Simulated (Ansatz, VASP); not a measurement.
One calculation of ScAl3N3, two programs

```
CELL_PARAMETERS angstrom
3.16917 -3.26964 -0.00663
3.16917 3.26964 -0.00663
-3.16555 0.00000 4.42323
ATOMIC_POSITIONS crystal
Sc 0.03661 0.03661 0.96967
Al 0.51609 0.51609 0.95367
Al 0.77544 0.26399 0.45210
Al 0.26399 0.77544 0.45210
N 0.62550 0.15408 0.69213
N 0.15408 0.62550 0.69213
N 0.88205 0.88205 0.21610
```

Change from the starting cell: species swapped into the Zn3SbN3 type (Cm, No. 8).

Alike in both runs: functional PBE; k mesh 8 × 8 × 8; occupations gaussian, width 0.1 eV; no spin polarisation.

Ansatz relaxed the structure, and its values are those at the end. VASP's run is a single point on that final structure, the one shown.

|  | VASP | Ansatz |
| --- | --- | --- |
| version | VASP 6.6.1 | Ansatz 0.2.0 |
| potentials or method | VASP PAW PBE potentials, release 64 (Sc_sv, Al, N), cutoff 600 eV | scalar-relativistic, plane waves, PAW |
| valence electrons in the cell | 35 | 35 |

Ansatz gave:

| Quantity | Value |
| --- | --- |
| gap on the k mesh at the Fermi level (eV) | none |
| pressure (GPa) | 0.0 |
| rms of the force components (eV/Å) | 0.001 |

Q: What did VASP give for the same quantities?

A: gap on the k mesh at the Fermi level (eV): none; pressure (GPa): 0.0; rms of the force components (eV/Å): 0.025.

A gap of «none» marks a metal or a gap that the smearing closes. The functional is the same, so the differences come from potentials, cutoffs and numerics.
